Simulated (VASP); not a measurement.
Here is a VASP 6.6.1 calculation.

INCAR

```
PREC = Accurate ; ENCUT = 400
EDIFF = 1E-8 ; ISMEAR = -1
SIGMA = 0.03 ; LREAL = False
LASPH = True ; NELM = 120
ALGO = Normal ; ISIF = 2
LWAVE = False ; LCHARG = False
GGA = PE ; LEFG = True
NBANDS = 18 ; GGA_COMPAT = False
```

Contents of KPOINTS:

```
Automatic mesh
0
Gamma
  9 9 5
```

The input POSCAR:

```
TaS2
1.0
    3.3500021206      0.0000000000      0.0000000000
   -1.6750010603      2.9011869392      0.0000000000
    0.0000000000      0.0000000000      5.7428000000
Ta S
1 2
Direct
    0.0000000000      0.0000000000      0.0000000000
    0.3333333333      0.6666666667      0.2500000000
    0.6666666667      0.3333333333      0.7500000000
```

Potentials or basis: VASP PAW PBE potentials, release 64 (Ta_pv, S).

Run with:

```console
$ cat potpaw_PBE.64/Ta_pv/POTCAR potpaw_PBE.64/S/POTCAR > POTCAR
$ mpirun -np 1 vasp_std > vasp.out
```

What does it give for the band gap on the k mesh?

Zero (an odd number of electrons rules out a gap without spin polarisation).

Estimate the pressure.

12.5 GPa.

Forces in eV/Å, atoms in the order of the input:
```
Ta   0.000  0.000  0.000
S    0.000  0.000  1.731
S    0.000  0.000 -1.731
```

Caveat: the cell differs from its parent crystal (zz strain of -2 %); the stress differs along the axes, from 10 to 17 GPa; without QUAD_EFG the Cq values of the log hold for a quadrupole moment of 1 mb, not for the nuclei; spin-orbit coupling is left out, which moves the levels of the heavy elements; this functional lacks dispersion, which binds layers or chains, so the pressure and a relaxed spacing across them are unreliable; forces of over 1 eV/Å act on the atoms, so gaps and moduli don't describe the material at rest.
